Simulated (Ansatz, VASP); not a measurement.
# Two plane-wave programs on CdS

File POSCAR:

```
CdS
1.0
    0.0000000000      3.0846000000      2.9100000000
    2.9100000000      0.0000000000      2.9100000000
    2.9100000000      3.0846000000      0.0000000000
Cd S
1 1
Direct
    0.0000000000      0.0000000000      0.0000000000
    0.7500000000      0.7500000000      0.7500000000
```

INCAR.step1

```
PREC     = Accurate       # precision mode
ENCUT    = 520            # plane-wave cutoff, eV
ISMEAR   = 0              # smearing method
SIGMA    = 0.05           # smearing width, eV
LREAL    = False          # projectors in reciprocal space
LASPH    = True           # aspherical terms in the spheres
NELM     = 60             # most SCF steps
NBANDS   = 16             # bands
GGA      = PE             # functional
ALGO     = Normal         # electronic algorithm
EDIFF    = 1E-4           # SCF threshold, eV
LWAVE    = True           # write WAVECAR
LCHARG   = False          # write CHGCAR
```

INCAR.step2

```
PREC     = Accurate       # precision mode
ENCUT    = 520            # plane-wave cutoff, eV
EDIFF    = 1E-6           # SCF threshold, eV
ISMEAR   = 0              # smearing method
SIGMA    = 0.05           # smearing width, eV
LREAL    = False          # projectors in reciprocal space
LASPH    = True           # aspherical terms in the spheres
NELM     = 60             # most SCF steps
ALGO     = Normal         # electronic algorithm
ISIF     = 2              # what is computed and relaxed
LWAVE    = False          # write WAVECAR
LCHARG   = False          # write CHGCAR
METAGGA  = R2SCAN         # meta-GGA
LMIXTAU  = True         
NBANDS   = 16             # bands
ISTART   = 1
```

The input KPOINTS:

```
regular mesh
0
Gamma
  8 8 8
```

Input for Ansatz:

```yaml
crystal:
  lattice:
    - [0.0, 3.0846, 2.91]
    - [2.91, 0.0, 2.91]
    - [2.91, 3.0846, 0.0]
  atoms:
    - { symbol: Cd, position: [0.0, 0.0, 0.0] }
    - { symbol: S, position: [0.75, 0.75, 0.75] }
basis:
  ecutwfc: 500
kpoints:
  mp_grid: { grid: [8, 8, 8] }
hamiltonian:
  xc: r2scan
scf:
  occupations: { method: gaussian, width: 0.05 }
output:
  forces: true
  stress: true
  eigenvalues: true
```

Change from the starting cell: strain +0.0600 x Voigt [0, 1, 0, 0, 0, 0], atoms carried along.

Alike in both runs: task single point; functional r2SCAN; k mesh 8 × 8 × 8; occupations gaussian, width 0.05 eV; no spin polarisation.

|  | VASP | Ansatz |
| --- | --- | --- |
| version | VASP 6.6.1 | Ansatz 0.2.0 |
| potentials or method | VASP PAW PBE potentials, release 64 (Cd, S), cutoff 520 eV | scalar-relativistic, plane waves, PAW |
| valence electrons in the cell | 18 | 26 |

```csv
,VASP,Ansatz,Ansatz less VASP
gap on the k mesh at the Fermi level (eV),1.40,1.41,+0.005
least direct gap on the mesh (eV),1.40,1.41,+0.005
pressure (GPa),-1.4,-1.7,-0.27
"traceless stress, the component that is largest in VASP (GPa)",-0.89,-0.90,-0.010
```

VASP's potentials were made for PBE, not for r2SCAN. VASP's potentials hold 18 valence electrons a cell and Ansatz's 26, so a difference there can come from the potentials and not from the codes.
